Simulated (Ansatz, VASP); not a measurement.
## BaTiO3 in VASP and in Ansatz

INCAR

```
SYSTEM = BaTiO3
PREC = Accurate ; ENCUT = 600
EDIFF = 1E-6 ; ISMEAR = -1
SIGMA = 0.05 ; LREAL = .False.
LASPH = .True. ; NELM = 80
ALGO = Normal ; ISIF = 3
LWAVE = .False. ; LCHARG = .False.
GGA = PE ; IBRION = 2
NSW = 60 ; EDIFFG = -0.01
```

Contents of KPOINTS:

```
regular mesh
0
Gamma
  7 7 7
  0 0 0
```

Contents of POSCAR:

```
BaTiO3
1.0
    4.0073000000      0.0000000000      0.0000000000
    0.0000000000      4.0073000000      0.0000000000
    0.0000000000      0.0000000000      4.0073000000
Ba Ti O
1 1 3
Direct
    0.5090294500      0.4552911200      0.5066787400
    0.9437351000      0.0699797700      0.9543125000
    0.5205349200      0.0068319800      0.0554319400
    0.0126470200      0.4919678200      0.0527235900
    0.0140535100      0.9759293100      0.4308532400
```

File input.yaml:

```yaml
crystal:
  lattice:
    - [4.0073, 0.0, 0.0]
    - [0.0, 4.0073, 0.0]
    - [0.0, 0.0, 4.0073]
  atoms:
    - { symbol: Ba, position: [0.50902945, 0.45529112, 0.50667874] }
    - { symbol: Ti, position: [0.9437351, 0.06997977, 0.9543125] }
    - { symbol: O, position: [0.52053492, 0.00683198, 0.05543194] }
    - { symbol: O, position: [0.01264702, 0.49196782, 0.05272359] }
    - { symbol: O, position: [0.01405351, 0.97592931, 0.43085324] }
hamiltonian:
  xc: pbe
  pseudopotentials: { kind: paw }
kpoints:
  mp_grid: { grid: [7, 7, 7] }
scf:
  occupations: { method: fermi_dirac, width: 0.05 }
output:
  forces: true
  stress: true
  eigenvalues: true
relax:
  f_tol: 0.01
  max_steps: 40
  cell: { stress_tol: 0.05 }
```

Alike in both runs: task relaxation of cell and atoms; functional PBE; k mesh 7 × 7 × 7; occupations fermi-dirac, width 0.05 eV; no spin polarisation.

|  | VASP | Ansatz |
| --- | --- | --- |
| version | VASP 6.6.1 | Ansatz 0.2.0 |
| potentials or method | VASP PAW PBE potentials, release 64 (Ba_sv, Ti_sv, O) | Ansatz PAW |
| plane-wave cutoff (eV) | 600 | 420 |
| valence electrons in the cell | 40 | 40 |

|  | VASP | Ansatz | Ansatz less VASP |
| --- | --- | --- | --- |
| gap on the k mesh at the Fermi level, each at its own relaxed structure (eV) | 2.60 | 2.68 | +0.083 |
| relaxed volume (Å³/atom) | 13.52 | 13.38 | -0.142 |
| relaxed cell length with the largest relative difference (Å) | 4.088 | 4.060 | -0.0280 |

Neither program's run includes spin-orbit coupling. Noted on Ansatz's run: odd divisions of the mesh miss points on the zone boundary, where band edges often lie, so the gap on the mesh can be too wide; the plane-wave basis is chosen anew once the cell has moved, so the energies of steps on either side of that aren't comparable.
